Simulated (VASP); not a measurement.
# ScSiTe3 (P4mm) in VASP: a series of runs

The runs below take ScSiTe3 through single point, relaxation of cell and atoms, with PBE.

Program: VASP 6.6.1. These are calculated values, not measurements. Logs are shortened: lines on timing, memory, paths and dates and some standing lists are left out, and cuts for length are marked.

## 1. The cell of the first run

It takes space group P4mm (No. 99, tetragonal). The conventional cell has a = 5.086 Å, b = 5.086 Å, c = 6.839 Å, α = 90.00°, β = 90.00°, γ = 90.00°. Sc (site symmetry 4mm) has 8 Te at 2.97 to 4.02 Å and 4 Si at 3.66 Å within 4.1 Å. Within 3.2 Å of Si (site symmetry 4mm) lie 5 Te at 2.46 to 2.69 Å. Te (site symmetry 2mm) has 2 Si at 2.69 Å and 2 Sc at 2.97 Å and 4 Te at 3.60 Å within 3.6 Å. Within 3.2 Å of Te (site symmetry 4mm) lie 1 Si at 2.46 Å.

The cell was built from a structure type or drawn by symmetry, and may not be a known phase.

## 2. Single point, PBE

File INCAR:

```
SYSTEM = ScSiTe3
PREC = Accurate
ENCUT = 520
EDIFF = 1E-7
ISMEAR = 0
SIGMA = 0.1
LREAL = .FALSE.
LASPH = .TRUE.
NELM = 60
ALGO = Normal
ISIF = 2
LWAVE = .FALSE.
LCHARG = .TRUE.
GGA = PE
LELF = .TRUE.
LVHAR = .TRUE.
NBANDS = 24
```

File KPOINTS:

```
Automatic mesh
0
G
  4 4 4
  0 0 0
```

File POSCAR:

```
ScSiTe3
1.0
    5.0861555094      0.0000000000      0.0000000000
    0.0000000000      5.0861555094      0.0000000000
    0.0000000000      0.0000000000      6.8390764249
Sc Si Te
1 1 3
Direct
    0.5000000000      0.5000000000      0.8649717977
    0.0000000000      0.0000000000      0.9609258621
    0.5000000000      0.0000000000      0.0906433580
    0.0000000000      0.5000000000      0.0906433580
    0.0000000000      0.0000000000      0.6010176441
```

Potentials or basis: VASP PAW PBE potentials, release 64 (Sc_sv, Si, Te).

The run is started by

```bash
> cat potpaw_PBE.64/Sc_sv/POTCAR potpaw_PBE.64/Si/POTCAR potpaw_PBE.64/Te/POTCAR > POTCAR
> mpirun -np 1 vasp_std > vasp.out
```

OUTCAR:

```text
SYSTEM = ScSiTe3
   PREC = Accurate
   ENCUT = 520
   EDIFF = 1E-7
   ISMEAR = 0
   LREAL = .FALSE.
   LASPH = .TRUE.
   NELM = 60
   ISIF = 2
   GGA = PE

 ion  position               nearest neighbor table
   1  0.500  0.500  0.865-   3 2.97   4 2.97   3 2.97   4 2.97
   2  0.000  0.000  0.961-   5 2.46   4 2.69   3 2.69   4 2.69   3 2.69
   3  0.500  0.000  0.091-   2 2.69   2 2.69   1 2.97   1 2.97   4 3.60   4 3.60   4 3.60   4 3.60

   4  0.000  0.500  0.091-   2 2.69   2 2.69   1 2.97   1 2.97   3 3.60   3 3.60   3 3.60   3 3.60

   5  0.000  0.000  0.601-   2 2.46

  LATTYP: Found a simple tetragonal cell.
 ALAT       =     5.0861555094
 C/A-ratio  =     1.3446455603

  Lattice vectors:

 A1 = (   5.0861555094,   0.0000000000,   0.0000000000)
 A2 = (   0.0000000000,   5.0861555094,   0.0000000000)
 A3 = (   0.0000000000,   0.0000000000,   6.8390764249)

Analysis of symmetry for initial positions (statically):
=====================================================================
 Subroutine PRICEL returns:
 Original cell was already a primitive cell.

 Routine SETGRP: Setting up the symmetry group for a
 simple tetragonal supercell.

 Subroutine GETGRP returns: Found  8 space group operations
 (whereof  8 operations were pure point group operations)
 out of a pool of 16 trial point group operations.

The static configuration has the point symmetry C_4v.

Analysis of symmetry for dynamics (positions and initial velocities):
=====================================================================
 Subroutine PRICEL returns:
 Original cell was already a primitive cell.

 Routine SETGRP: Setting up the symmetry group for a
 simple tetragonal supercell.

 Subroutine GETGRP returns: Found  8 space group operations
 (whereof  8 operations were pure point group operations)
 out of a pool of 16 trial point group operations.

The dynamic configuration has the point symmetry C_4v.

 Subroutine INISYM returns: Found  8 space group operations
 (whereof  8 operations are pure point group operations),
 and found     1 'primitive' translations

----------------------------------------------------------------------------------------

                                     Primitive cell

  volume of cell :     176.9199

  direct lattice vectors                    reciprocal lattice vectors
     5.086155509  0.000000000  0.000000000     0.196612156  0.000000000  0.000000000
[... 85 lines left out ...]
   EDIFF  = 0.1E-06   stopping-criterion for ELM
   LREAL  =      F    real-space projection
   EDIFFG = 0.1E-05   stopping-criterion for IOM
   NSW    =      0    number of steps for IOM
   IBRION =     -1    ionic relax: 0-MD 1-quasi-New 2-CG
   NFREE  =      0    steps in history (QN), initial steepest desc. (CG)
   ISIF   =      2    stress and relaxation
   ISYM   =      2    0-nonsym 1-usesym 2-fastsym
   POTIM  = 0.5000    time-step for ionic-motion
   TEBEG  =    0.0;   TEEND  =   0.0 temperature during run
   PSTRESS=    0.0 pullay stress
   NELECT =      33.0000    total number of electrons
   NUPDOWN=      -1.0000    fix difference up-down
   EMIN   =  10.00;   EMAX   =-10.00  energy-range for DOS
   EFERMI =   0.00;   METHOD = LEGACY
   ISMEAR =     0;   SIGMA  =   0.10  broadening in eV -4-tet -1-fermi 0-gaus
   EFERMI_NEDOS =   21; number of points for ismear=-14 and -15
   IALGO  =     38    algorithm
   IMIX   =      4    mixing-type and parameters
     AMIX     =   0.40;   BMIX     =  1.00
     AMIX_MAG =   1.60;   BMIX_MAG =  1.00
  volume/ion in A,a.u.               =      35.38       238.78
  Fermi-wavevector in a.u.,A,eV,Ry     =   0.935378  1.767608 11.904177  0.874932
  Thomas-Fermi vector in A             =   2.062279
   LORBIT       =      0    0 simple, 1 ext, 2 COOP (PROOUT), +10 PAW based schemes
   GGA     = PE    functional components
   LHFCALC =     F    Hartree Fock is set to
   AEXX    =    0.0000 exact exchange contribution
   IVDW    =     0    specifies the selected vdW correction
   LEPSILON=     F    determine dielectric tensor
   LRPA    =     F    only Hartree local field effects (RPA)
 non-spin polarized calculation
 Gauss-broadening in eV      SIGMA  =   0.10
  energy-cutoff  :      520.00
  volume of cell :      176.92
 maximum number of plane-waves:      4792
 NGX is ok and might be reduce to    40
   NGX = 19   NGY = 19   NGZ = 25

 number of electron      33.0000004 magnetization

 Free energy of the ion-electron system (eV)
  ---------------------------------------------------
  ext. energy  EPLUGINS =         0.00000000
  ---------------------------------------------------
  free energy    TOTEN  =       -22.16997908 eV

  energy without entropy =      -22.16996568  energy(sigma->0) =      -22.16997238

 E-fermi :   3.4174     XC(G=0):  -8.1732

 val. band max:        3.1532647932   @ k =   0.2500   0.2500   0.5000
 cond. band min:       3.6673744513   @ k =   0.5000   0.5000   0.0000
 fundamental gap:      0.5141096581
 Fermi energy:         3.4173644294

 k-point     1 :       0.0000    0.0000    0.0000
  band No.  band energies     occupation
      1     -47.1312      2.00000
      2     -25.8454      2.00000
      3     -25.6691      2.00000
      4     -25.6691      2.00000
      5      -9.1210      2.00000
      6      -6.6432      2.00000
[... 475 lines left out ...]
     23       6.1861      0.00000
     24       6.1861      0.00000

------------------------ aborting loop because EDIFF is reached ----------------------------------------

  FORCE on cell =-STRESS in cart. coord.  units (eV):
  Direction    XX          YY          ZZ          XY          YZ          ZX
  --------------------------------------------------------------------------------------
  -------------------------------------------------------------------------------------
  Total        0.1193059      0.1193059      0.4073152      0.0000000      0.0000000      0.0000000
  in kB        1.0804281      1.0804281      3.6886247      0.0000000      0.0000000      0.0000000
  external PRESSURE =       1.9498270 kB  Pullay stress =       0.0000000 kB

 VOLUME and BASIS-vectors are now :
 -----------------------------------------------------------------------------
  energy-cutoff  :      520.00
  volume of cell :      176.92
      direct lattice vectors                 reciprocal lattice vectors
     5.086155509  0.000000000  0.000000000     0.196612156  0.000000000  0.000000000
     0.000000000  5.086155509  0.000000000     0.000000000  0.196612156  0.000000000
     0.000000000  0.000000000  6.839076425     0.000000000  0.000000000  0.146218574

 POSITION                                       TOTAL-FORCE (eV/Angst)
 -----------------------------------------------------------------------------------
      2.54308      2.54308      5.91561         0.000000     -0.000000     -0.023434
      0.00000      0.00000      6.57185         0.000000      0.000000      0.041814
      2.54308      0.00000      0.61992         0.000000      0.000000      0.023421
      0.00000      2.54308      0.61992         0.000000      0.000000      0.023421
      0.00000      0.00000      4.11041         0.000000      0.000000     -0.065223
 -----------------------------------------------------------------------------------
    total drift:                                0.000000     -0.000000     -0.000538

  FREE ENERGIE OF THE ION-ELECTRON SYSTEM (eV)
  ---------------------------------------------------
  free  energy   TOTEN  =       -22.1699790824 eV

  energy  without entropy=      -22.1699656810  energy(sigma->0) =      -22.16997238
```

Wall time 66 s (1 thread of Intel Xeon 6975P-C (Granite Rapids), shared host); peak memory 0.32 GiB.

What came out:

```
Free energy            : -22.1700 eV
Pressure               : 0.2 GPa
Largest force          : 0.065 eV/Å
Band gap on the k mesh : zero (an odd number of electrons rules out a gap without spin polarisation)
```

Forces on the atoms (eV/Å):
```
Sc   0.000  0.000 -0.023
Si   0.000  0.000  0.042
Te   0.000  0.000  0.023
Te   0.000  0.000  0.023
Te   0.000  0.000 -0.065
```

Caveat: spin-orbit coupling is left out, which moves the levels of the heavy elements; this functional lacks dispersion, which binds the layers, so the pressure and a relaxed spacing across them are unreliable.

## 3. Relaxation of cell and atoms, PBE

This run uses another cell than the first one, of 27.21 Å³/atom.

File INCAR:

```
SYSTEM = ScSiTe3
PREC     = Accurate       ! precision mode
ENCUT    = 600            ! plane-wave cutoff, eV
EDIFF    = 1E-7           ! SCF threshold, eV
ISMEAR   = 0              ! smearing method
SIGMA    = 0.1            ! smearing width, eV
LREAL    = .FALSE.        ! projectors in reciprocal space
LASPH    = .TRUE.         ! aspherical terms in the spheres
NELM     = 80             ! most SCF steps
ALGO     = Normal         ! electronic algorithm
ISIF     = 3              ! what is computed and relaxed
LWAVE    = .FALSE.        ! write WAVECAR
LCHARG   = .FALSE.        ! write CHGCAR
GGA      = PE             ! functional
IBRION   = 2              ! ionic algorithm
NSW      = 90             ! ionic steps
EDIFFG   = -0.04          ! ionic threshold
```

File KPOINTS:

```
regular mesh
0
G
  4 4 4
  0 0 0
```

File POSCAR:

```
ScSiTe3
1.0
    4.6929262700      0.0000000000      0.0000000000
    0.0000000000      4.6929262700      0.0000000000
    0.0000000000      0.0000000000      6.1785786800
Sc Si Te
1 1 3
Direct
    0.5000000000      0.5000000000      0.6952151100
    0.0000000000      0.0000000000      0.9733234000
    0.5000000000      0.0000000000      0.1952777100
    0.0000000000      0.5000000000      0.1952777100
    0.0000000000      0.0000000000      0.5491080900
```

Potentials or basis: VASP PAW PBE potentials, release 64 (Sc_sv, Si, Te).

The run is started by

```bash
> cat potpaw_PBE.64/Sc_sv/POTCAR potpaw_PBE.64/Si/POTCAR potpaw_PBE.64/Te/POTCAR > POTCAR
> mpirun -np 1 vasp_std > vasp.out
```

It took 18 min on 1 thread of Intel Xeon 6975P-C (Granite Rapids), shared host; peak memory 0.33 GiB.

It converged, with:

```yaml
Free_energy: -22.5267 eV
Relaxed_volume: 32.73 Å³/atom
Relaxed_cell: a = 5.038 Å, b = 5.038 Å, c = 6.448 Å, α = 90.00°, β = 90.00°, γ = 90.00°
Space_group_after_relaxing_to_0.1_Å: P4mm (No. 99)
Energy_gained_by_relaxing: 622.3 meV/atom
Ionic_steps: 32
Pressure_after_relaxing: 0.0 GPa
Largest_force_after_relaxing: 0.036 eV/Å
Band_gap_on_the_k_mesh: zero (an odd number of electrons rules out a gap without spin polarisation)
```

Forces in eV/Å, atoms in the order of the input:
```
Sc   0.000  0.000 -0.027
Si   0.000  0.000  0.002
Te   0.000  0.000 -0.006
Te   0.000  0.000 -0.006
Te   0.000  0.000  0.036
```

Stress tensor (GPa, compression positive):
```
 0.11  0.00  0.00
 0.00  0.11  0.00
 0.00  0.00 -0.13
```

The path:
| step | energy change (eV) | largest force (eV/Å) | pressure (GPa) | volume (Å³) |
| --- | --- | --- | --- | --- |
| 1 | 0.0000 | 1.8173 | 2.66 | 136.07 |
| 2 | -0.3374 | 1.2506 | -0.51 | 145.16 |
| 3 | -0.5189 | 1.1879 | -3.13 | 158.20 |
| 4 | -0.7830 | 1.2288 | -2.42 | 156.43 |
| 5 | -1.1137 | 1.9737 | 0.93 | 151.73 |
| 6 | -1.3091 | 1.2679 | 0.82 | 152.37 |
| 7 | -1.3501 | 1.4212 | 0.88 | 152.89 |
| 8 | -1.5235 | 1.5003 | -0.26 | 156.04 |
| 9 | -1.7102 | 1.4482 | -2.06 | 162.68 |
| 10 | -1.7448 | 1.3201 | -2.67 | 165.75 |
| 11 | -1.8650 | 1.0834 | -2.14 | 164.10 |
| 12 | -2.0812 | 0.8055 | 0.11 | 159.10 |
| 13 | -2.0879 | 0.8278 | 1.15 | 157.28 |
| 14 | -2.0909 | 0.8281 | 0.80 | 157.87 |
| 15 | -2.1453 | 0.6550 | 0.56 | 159.12 |
| 16 | -2.2095 | 0.6454 | 0.39 | 161.59 |
| 17 | -2.3479 | 0.7784 | 0.91 | 166.55 |
| 18 | -2.4486 | 0.8638 | 0.72 | 169.26 |
| 19 | -2.5750 | 0.9862 | 0.62 | 177.13 |
| 20 | -2.6445 | 0.9762 | -0.12 | 178.85 |
| 21 | -2.6844 | 0.9079 | -1.14 | 181.70 |
| 22 | -2.7474 | 0.9028 | -0.99 | 179.73 |
| 23 | -2.8993 | 1.0528 | -0.55 | 173.85 |
| 24 | -2.8361 | 1.5082 | 0.97 | 162.11 |
| 25 | -2.9570 | 1.2356 | -0.19 | 169.65 |
| 26 | -3.0414 | 0.4173 | 0.02 | 167.29 |
| 27 | -3.0478 | 0.6507 | 0.16 | 166.46 |
| 28 | -3.0789 | 0.4861 | -0.14 | 166.46 |
| 29 | -3.1015 | 0.2023 | -0.59 | 166.45 |
| 30 | -3.1082 | 0.0877 | 0.41 | 162.42 |
| 31 | -3.1097 | 0.1115 | 0.10 | 163.60 |
| 32 | -3.1113 | 0.0364 | 0.03 | 163.65 |

Final structure:
```xyz
5
Lattice="5.0378 0.0000 0.0000 0.0000 5.0378 0.0000 0.0000 0.0000 6.4481" Properties=species:S:1:pos:R:3 pbc="T T T"
Sc    2.5189    2.5189    5.1333
Si    5.0378    0.0000    1.1521
Te    2.5189    5.0378    0.1985
Te    0.0000    2.5189    0.1985
Te    5.0378    0.0000    3.6874
```

Levels at points of the mesh, in eV from the Fermi level:
| k point | band 14 | band 15 | band 16 | band 17 | band 18 | band 19 |
| --- | --- | --- | --- | --- | --- | --- |
| (0.00, 0.00, 0.00) | -1.64 | -1.44 | -0.84 | -0.84 | 0.74 | 1.05 |
| (0.50, 0.00, 0.00) | -2.14 | -1.28 | -0.97 | 0.76 | 0.77 | 0.89 |
| (0.50, 0.50, 0.00) | -2.20 | -0.62 | 0.04 | 0.75 | 1.04 | 1.40 |
| (0.00, 0.00, 0.50) | -1.70 | -1.32 | -1.28 | -1.28 | 0.76 | 0.84 |
| (0.50, 0.00, 0.50) | -2.56 | -1.63 | -0.72 | 0.78 | 0.80 | 1.53 |
| (0.50, 0.50, 0.50) | -0.86 | -0.61 | -0.49 | 0.04 | 0.73 | 1.20 |

Caveat: the volume moved by over 15 % at a fixed basis, so the end points are rough; spin-orbit coupling is left out, which moves the levels of the heavy elements.
